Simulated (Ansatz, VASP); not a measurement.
**GeIrRu3 in VASP and in Ansatz**

The input INCAR:

```
PREC = Accurate
ENCUT = 600
EDIFF = 1E-6
ISMEAR = 0
SIGMA = 0.1
LREAL = F
LASPH = T
NELM = 80
ALGO = Normal
ISIF = 3
LWAVE = F
LCHARG = F
GGA = PE
IBRION = 2
NSW = 90
EDIFFG = -0.04
```

The input KPOINTS:

```
Automatic mesh
0
Gamma
  6 6 4
```

The input POSCAR:

```
GeIrRu3
1.0
    4.5084553700      0.0000000000      0.0000000000
   -2.2542276800      3.9044368800      0.0000000000
    0.0000000000      0.0000000000      4.3130570000
Ge Ru Ir
1 3 1
Direct
    0.0000000000      0.0000000000      0.5000000000
    0.5000000000      0.0000000000      0.0000000000
    0.0000000000      0.5000000000      0.0000000000
    0.5000000000      0.5000000000      0.0000000000
    0.0000000000      0.0000000000      0.0000000000
```

Input for Ansatz:

```yaml
crystal:
  lattice:
    - [4.50845537, 0.0, 0.0]
    - [-2.25422768, 3.90443688, 0.0]
    - [0.0, 0.0, 4.313057]
  atoms:
    - { symbol: Ge, position: [0.0, 0.0, 0.5] }
    - { symbol: Ru, position: [0.5, 0.0, 0.0] }
    - { symbol: Ru, position: [0.0, 0.5, 0.0] }
    - { symbol: Ru, position: [0.5, 0.5, 0.0] }
    - { symbol: Ir, position: [0.0, 0.0, 0.0] }
basis:
  ecutwfc: 420
kpoints:
  mp_grid: { grid: [6, 6, 4] }
hamiltonian:
  xc: pbe
scf:
  occupations: { method: gaussian, width: 0.1 }
  lower_state_search: "off"
output:
  forces: true
  stress: true
  eigenvalues: true
relax:
  adjacent_minimum: "off"
  f_tol: 0.04
  max_steps: 70
  cell: { stress_tol: 0.4 }
```

Alike in both runs: task relaxation of cell and atoms; functional PBE; k mesh 6 × 6 × 4; occupations gaussian, width 0.1 eV; no spin polarisation.

```csv
,VASP,Ansatz
version,VASP 6.6.1,Ansatz 0.2.0
potentials or method,"VASP PAW PBE potentials, release 64 (Ge_d, Ru_pv, Ir), cutoff 600 eV","scalar-relativistic, plane waves, PAW"
valence electrons in the cell,65,79
```

```tsv
	VASP	Ansatz	Ansatz less VASP
gap on the k mesh at the Fermi level, each at its own relaxed structure (eV)	none	none	-
relaxed volume (Å³/atom)	21.69	21.68	-0.012
relaxed cell length with the largest relative difference (Å)	4.689	4.685	-0.0037
```

A gap of «none» marks a metal or a gap that the smearing closes. VASP's potentials hold 65 valence electrons a cell and Ansatz's 79, so a difference there can come from the potentials and not from the codes.

The k mesh is coarse, so the values compare programs but aren't converged. Neither program's run includes spin-orbit coupling. Noted on VASP's run: the volume moved by over 15 % at a fixed basis, so the end points are rough.
